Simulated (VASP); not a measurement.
A run of VASP 6.6.1:

Contents of INCAR:

```
  ALGO = Normal
  EDIFF = 1E-6
  ENCUT = 500
  GGA_COMPAT = False
  ISIF = 2
  ISMEAR = -1
  LASPH = True
  LCHARG = False
  LREAL = False
  LWAVE = False
  NBANDS = 22
  NELM = 120
  PREC = Accurate
  SIGMA = 0.02
```

KPOINTS

```
k-points
0
Gamma
  4 4 4
```

The input POSCAR:

```
InSb3
1.0
    0.0000000000      3.8704461000      3.6472078047
    3.8704461000      0.0000000000      3.6472078047
    3.8704461000      3.8704461000      0.0000000000
In Sb
1 3
Direct
    0.0000000000      0.0000000000      0.0000000000
    0.2500000000      0.2500000000      0.2500000000
    0.7500000000      0.7500000000      0.7500000000
    0.5000000000      0.5000000000      0.5000000000
```

Potentials or basis: VASP PAW LDA potentials, release 64 (In_d, Sb).

Launch:

```sh
$ cat potpaw_LDA.64/In_d/POTCAR potpaw_LDA.64/Sb/POTCAR > POTCAR
$ mpirun -np 1 vasp_std > vasp.out
```

Hardware: 1 thread of Intel Xeon 8259CL, on a shared host.

Task: How long does it take, and how much memory?

Result: It took 41 s on 1 thread of Intel Xeon 8259CL, on a shared host, peak memory 0.2 GiB. Counts: scf iterations 11, k points 13.
